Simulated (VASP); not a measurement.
Wanted: the native input for a VASP 6.6.1 run.

```
Task                   : single point
Functional             : PBEsol
Potentials or basis    : VASP PAW PBE potentials, release 64 (Te)
Cutoff                 : 520 eV
k mesh                 : 10 × 10 × 10
Occupations            : fermi-dirac, width 0.136057 eV
Spin                   : no spin polarisation
Dipole correction      : no
Further INCAR settings : ALGO = Normal; EDIFF = 1e-07; NBANDS = 9
```

The structure of Te lies in POSCAR:

```
Te
1.0
    3.1558721405      0.0000000000      0.0000000000
    0.0000000000      3.1558721405      0.0000000000
    0.0000000000      0.0000000000      3.1558721405
Te
1
Direct
    0.0000000000      0.0000000000      0.0000000000
```

This isn't the form of Te at room conditions, which is trigonal, of chains.

One way to write it, as run:

INCAR

```
SYSTEM = Te
PREC     = Accurate       ! precision mode
ENCUT    = 520            ! plane-wave cutoff, eV
EDIFF    = 1E-7           ! SCF threshold, eV
ISMEAR   = -1             ! smearing method
SIGMA    = 0.13605693000000002 ! smearing width, eV
LREAL    = .False.        ! projectors in reciprocal space
LASPH    = .True.         ! aspherical terms in the spheres
NELM     = 80             ! most SCF steps
ALGO     = Normal         ! electronic algorithm
ISIF     = 2              ! what is computed and relaxed
LWAVE    = .False.        ! write WAVECAR
LCHARG   = .False.        ! write CHGCAR
GGA      = PS             ! functional
NBANDS   = 9              ! bands
```

KPOINTS

```
regular mesh
0
Gamma
  10 10 10
  0 0 0
```

Potentials or basis: VASP PAW PBE potentials, release 64 (Te).

Run with:

```sh
$ cat potpaw_PBE.64/Te/POTCAR > POTCAR
$ mpirun -np 1 vasp_std > vasp.out
```

Results of the run:

The pressure is -0.2 GPa and the band gap on the k mesh is zero (bands 3 and 4 overlap by 5.80 eV).

Caveat: the PAW data sets were made with another functional, which shifts forces and pressure a little; spin-orbit coupling is left out, which moves the levels of the heavy elements.

Wall time 21 s on 1 thread of AMD EPYC 7R13, on a shared host, peak memory 0.11 GiB.
